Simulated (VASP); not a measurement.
# Sb (Im-3m) in VASP: notebook, part 3 of 3

VASP 6.6.1.

## 5. Relaxation of cell and atoms, PBE, target pressure 100 GPa, at which the enthalpy is minimised

INCAR reads:

```
PREC = Accurate
ENCUT = 600
EDIFF = 1E-6
ISMEAR = -1
SIGMA = 0.08
LREAL = False
LASPH = True
NELM = 100
ALGO = Normal
ISIF = 3
LWAVE = False
LCHARG = False
GGA = PE
IBRION = 2
NSW = 32
EDIFFG = -0.005
PSTRESS = 1000.0
```

KPOINTS reads:

```
Automatic mesh
0
Gamma
  17 17 17
```

POSCAR reads:

```
Sb
1.0
   -1.5968301932      1.5968301932      1.5968301932
    1.5968301932     -1.5968301932      1.5968301932
    1.5968301932      1.5968301932     -1.5968301932
Sb
1
Direct
    0.0000000000      0.0000000000      0.0000000000
```

Potentials or basis: VASP PAW PBE potentials, release 64 (Sb).

On the command line:

```bash
$ cat potpaw_PBE.64/Sb/POTCAR > POTCAR
$ mpirun -np 1 vasp_std > vasp.out
```

OUTCAR:

```text
PREC = Accurate
   ENCUT = 600
   EDIFF = 1E-6
   ISMEAR = -1
   LREAL = False
   LASPH = True
   NELM = 100
   ISIF = 3
   GGA = PE
   IBRION = 2
   NSW = 32
   EDIFFG = -0.005
   PSTRESS = 1000.0

 ion  position               nearest neighbor table
   1  0.000  0.000  0.000-

  LATTYP: Found a body centered cubic cell.
 ALAT       =     3.1936603864

  Lattice vectors:

 A1 = (  -1.5968301932,   1.5968301932,   1.5968301932)
 A2 = (   1.5968301932,  -1.5968301932,   1.5968301932)
 A3 = (   1.5968301932,   1.5968301932,  -1.5968301932)

Analysis of symmetry for initial positions (statically):
=====================================================================
 Subroutine PRICEL returns:
 Original cell was already a primitive cell.

 Routine SETGRP: Setting up the symmetry group for a
 body centered cubic supercell.

 Subroutine GETGRP returns: Found 48 space group operations
 (whereof 48 operations were pure point group operations)
 out of a pool of 48 trial point group operations.

The static configuration has the point symmetry O_h .

Analysis of symmetry for dynamics (positions and initial velocities):
=====================================================================
 Subroutine PRICEL returns:
 Original cell was already a primitive cell.

 Routine SETGRP: Setting up the symmetry group for a
 body centered cubic supercell.

 Subroutine GETGRP returns: Found 48 space group operations
 (whereof 48 operations were pure point group operations)
 out of a pool of 48 trial point group operations.

The dynamic configuration has the point symmetry O_h .

 Subroutine INISYM returns: Found 48 space group operations
 (whereof 48 operations are pure point group operations),
 and found     1 'primitive' translations

----------------------------------------------------------------------------------------

                                     Primitive cell

  volume of cell :      16.2868

  direct lattice vectors                    reciprocal lattice vectors
    -1.596830193  1.596830193  1.596830193     0.000000000  0.313120332  0.313120332
     1.596830193 -1.596830193  1.596830193     0.313120332  0.000000000  0.313120332
     1.596830193  1.596830193 -1.596830193     0.313120332  0.313120332  0.000000000

  length of vectors
     2.765791026  2.765791026  2.765791026     0.442819020  0.442819020  0.442819020

  position of ions in fractional coordinates (direct lattice)
     0.000000000  0.000000000  0.000000000

  ion indices of the primitive-cell ions
   primitive index   ion index
                 1           1

----------------------------------------------------------------------------------------

 KPOINTS: Automatic mesh

Automatic generation of k-mesh.
 Grid dimensions read from file:
 generate k-points for:   17   17   17

 Generating k-lattice:

  Cartesian coordinates                     Fractional coordinates (reciprocal lattice)
     0.000000000  0.018418843  0.018418843     0.058823529  0.000000000  0.000000000
     0.018418843  0.000000000  0.018418843     0.000000000  0.058823529  0.000000000
     0.018418843  0.018418843  0.000000000     0.000000000  0.000000000  0.058823529

  Length of vectors
     0.026048178  0.026048178  0.026048178

  Shift w.r.t. Gamma in fractional coordinates (k-lattice)
     0.000000000  0.000000000  0.000000000

 Subroutine IBZKPT returns following result:
 ===========================================

 Found    165 irreducible k-points:

 Following reciprocal coordinates:
            Coordinates               Weight
  0.000000  0.000000  0.000000      1.000000
  0.058824  0.000000  0.000000     12.000000
  0.117647  0.000000  0.000000     12.000000
  0.176471  0.000000  0.000000     12.000000
  0.235294  0.000000  0.000000     12.000000
  0.294118  0.000000  0.000000     12.000000
[... 16 lines left out ...]
  0.411765  0.117647  0.000000     48.000000
  0.176471  0.176471  0.000000     24.000000
 [... further k-points ...]
   k-points           NKPTS =    165   k-points in BZ     NKDIM =    165   number of bands    NBANDS=      6
   number of dos      NEDOS =    301   number of ions     NIONS =      1
   total plane-waves  NPLWV =  13824
   dimension x,y,z NGX =    24 NGY =   24 NGZ =   24
   dimension x,y,z NGXF=    48 NGYF=   48 NGZF=   48
   ions per type =               1
   NGX,Y,Z   is equivalent  to a cutoff of  14.43, 14.43, 14.43 a.u.
   NGXF,Y,Z  is equivalent  to a cutoff of  28.85, 28.85, 28.85 a.u.
 SYSTEM =  unknown system
   PREC   = accura    normal or accurate (medium, high low for compatibility)
   ISTART =      0    job   : 0-new  1-cont  2-samecut
   ICHARG =      2    charge: 1-file 2-atom 10-const
   ISPIN  =      1    spin polarized calculation?
   LNONCOLLINEAR =      F non collinear calculations
   LSORBIT =      F    spin-orbit coupling
   LASPH  =      T    aspherical Exc in radial PAW
   ENCUT  =  600.0 eV  44.10 Ry    6.64 a.u.   5.52  5.52  5.52*2*pi/ulx,y,z
   NELM   =    100;   NELMIN=  2; NELMDL= -5     # of ELM steps
   EDIFF  = 0.1E-05   stopping-criterion for ELM
   LREAL  =      F    real-space projection
   EDIFFG = -.5E-02   stopping-criterion for IOM
   NSW    =     32    number of steps for IOM
   IBRION =      2    ionic relax: 0-MD 1-quasi-New 2-CG
   NFREE  =      1    steps in history (QN), initial steepest desc. (CG)
   ISIF   =      3    stress and relaxation
   ISYM   =      2    0-nonsym 1-usesym 2-fastsym
   POTIM  = 0.5000    time-step for ionic-motion
   TEBEG  =    0.0;   TEEND  =   0.0 temperature during run
   PSTRESS= 1000.0 pullay stress
   NELECT =       5.0000    total number of electrons
   NUPDOWN=      -1.0000    fix difference up-down
   EMIN   =  10.00;   EMAX   =-10.00  energy-range for DOS
   EFERMI =   0.00;   METHOD = LEGACY
   ISMEAR =    -1;   SIGMA  =   0.08  broadening in eV -4-tet -1-fermi 0-gaus
   EFERMI_NEDOS =   21; number of points for ismear=-14 and -15
   IALGO  =     38    algorithm
   IMIX   =      4    mixing-type and parameters
     AMIX     =   0.40;   BMIX     =  1.00
     AMIX_MAG =   1.60;   BMIX_MAG =  1.00
  volume/ion in A,a.u.               =      16.29       109.91
  Fermi-wavevector in a.u.,A,eV,Ry     =   1.104382  2.086980 16.594485  1.219660
  Thomas-Fermi vector in A             =   2.240854
   LORBIT       =      0    0 simple, 1 ext, 2 COOP (PROOUT), +10 PAW based schemes
   GGA     = PE    functional components
   LHFCALC =     F    Hartree Fock is set to
   AEXX    =    0.0000 exact exchange contribution
   IVDW    =     0    specifies the selected vdW correction
   LEPSILON=     F    determine dielectric tensor
   LRPA    =     F    only Hartree local field effects (RPA)
 conjugate gradient relaxation of ions
 non-spin polarized calculation
  energy-cutoff  :      600.00
  volume of cell :       16.29
 maximum number of plane-waves:       559
 NGX is ok and might be reduce to    24
   NGX = 11   NGY = 11   NGZ = 11

--------------------------------------- Ionic step        1  -------------------------------------------

 number of electron       5.0000000 magnetization

 Free energy of the ion-electron system (eV)
  ---------------------------------------------------
  ext. energy  EPLUGINS =         0.00000000
  ---------------------------------------------------
  free energy    TOTEN  =        -1.78477517 eV

  energy without entropy =       -1.77705609  energy(sigma->0) =       -1.78091563

------------------------ aborting loop because EDIFF is reached ----------------------------------------

  FORCE on cell =-STRESS in cart. coord.  units (eV):
  Direction    XX          YY          ZZ          XY          YZ          ZX
  --------------------------------------------------------------------------------------
  -------------------------------------------------------------------------------------
  Total       10.3203665     10.3203665     10.3203665     -0.0000000     -0.0000000     -0.0000000
  in kB     1015.2418355   1015.2418355   1015.2418355     -0.0000000     -0.0000000     -0.0000000
  external PRESSURE =      15.2418355 kB  Pullay stress =    1000.0000000 kB
[... 61 lines left out ...]
--------------------------------------- Ionic step        3  -------------------------------------------

 number of electron       5.0000000 magnetization

 Free energy of the ion-electron system (eV)
  ---------------------------------------------------
  ext. energy  EPLUGINS =         0.00000000
  ---------------------------------------------------
  free energy    TOTEN  =        -1.82021985 eV

  energy without entropy =       -1.81241078  energy(sigma->0) =       -1.81631532

 E-fermi :  16.8263     XC(G=0): -12.5626

 val. band max:       16.8155703069   @ k =  -0.2353   0.2941   0.1176
 cond. band min:      16.8368724872   @ k =  -0.4118   0.4706   0.1176
 fundamental gap:      0.0213021802
 Fermi energy:        16.8263411290

 k-point     1 :       0.0000    0.0000    0.0000
  band No.  band energies     occupation
      1      -1.2988      2.00000
      2      27.4137      0.00000
      3      27.4137      0.00000
      4      27.4137      0.00000
      5      28.3961      0.00000
      6      28.3961      0.00000
[... 199 lines left out ...]
 k-point    24 :       0.1765    0.1765    0.0000
  band No.  band energies     occupation
      1       1.7319      2.00000
      2      16.3357      1.99567
      3      17.5271      0.00031
      4      21.9266      0.00000
      5      27.2982      0.00000
      6      27.8141      0.00000

 [... further k-points ...]
[... 5 lines left out ...]
  --------------------------------------------------------------------------------------
  -------------------------------------------------------------------------------------
  Total       10.2013415     10.2013415     10.2013415      0.0000000      0.0000000      0.0000000
  in kB     1000.0717078   1000.0717078   1000.0717078      0.0000000      0.0000000      0.0000000
  external PRESSURE =       0.0717078 kB  Pullay stress =    1000.0000000 kB
[... 20 lines left out ...]
  energy  without entropy=       -1.8124107785  energy(sigma->0) =       -1.81631532

  enthalpy is  TOTEN    =         8.3803902087 eV   P V=       10.2006100620

 reached required accuracy - stopping structural energy minimisation
```

Run time: 16 s. Hardware: 1 thread of Intel Xeon 6975P-C (Granite Rapids), shared host; peak memory 0.15 GiB.

Results:

- Free energy: -1.8202 eV
- Relaxed volume: 16.34 Å³/atom
- Relaxed cell: a = 2.769 Å, b = 2.769 Å, c = 2.769 Å, α = 109.47°, β = 109.47°, γ = 109.47°
- Space group after relaxing (to 0.05 Å): Im-3m (No. 229)
- Energy change on relaxing (the enthalpy is what falls): -35.4 meV/atom
- Ionic steps: 3
- Pressure after relaxing: 100.0 GPa

The path:
```tsv
step	energy change (eV)	largest force (eV/Å)	pressure (GPa)	volume (Å³)
1	0.0000	0.0000	101.52	16.29
2	-0.2221	0.0000	92.09	16.65
3	-0.0354	0.0000	100.01	16.34
```

Final structure:
```
Sb
1.0
    -1.59867    1.59867    1.59867
     1.59867   -1.59867    1.59867
     1.59867    1.59867   -1.59867
Sb
1
Direct
  0.00000 0.00000 0.00000
```

Caveat: the cell is relaxed towards a set pressure, so the enthalpy falls and the energy may rise; spin-orbit coupling is left out, which moves the levels of the heavy elements.

## 6. The runs side by side

| task | cell | cutoff (eV) | gap on the mesh (eV) | pressure (GPa) |
| --- | --- | --- | --- | --- |
| single point | a = 2.766 Å, angles 109.5°, 1 atom | 520 | none | 101.6 |
| relaxation of cell and atoms | relaxed to 100 GPa from a = 2.761 Å, angles 109.5°, 1 atom | 600 | none | 100.0 |
| relaxation of cell and atoms | relaxed to 100 GPa from a = 2.766 Å, angles 109.5°, 1 atom | 600 | none | 100.0 |

Alike in all rows: level PBE; potentials or basis VASP PAW PBE potentials, release 64 (Sb); no spin polarisation; k mesh 17 × 17 × 17; smearing fermi-dirac 0.08 eV.

Caveats: spin-orbit coupling is left out, which moves the levels of the heavy elements; the cell is relaxed towards a set pressure, so the enthalpy falls and the energy may rise (some runs).

Total energies depend on the potentials used, so only differences within one code and one set of settings carry meaning.
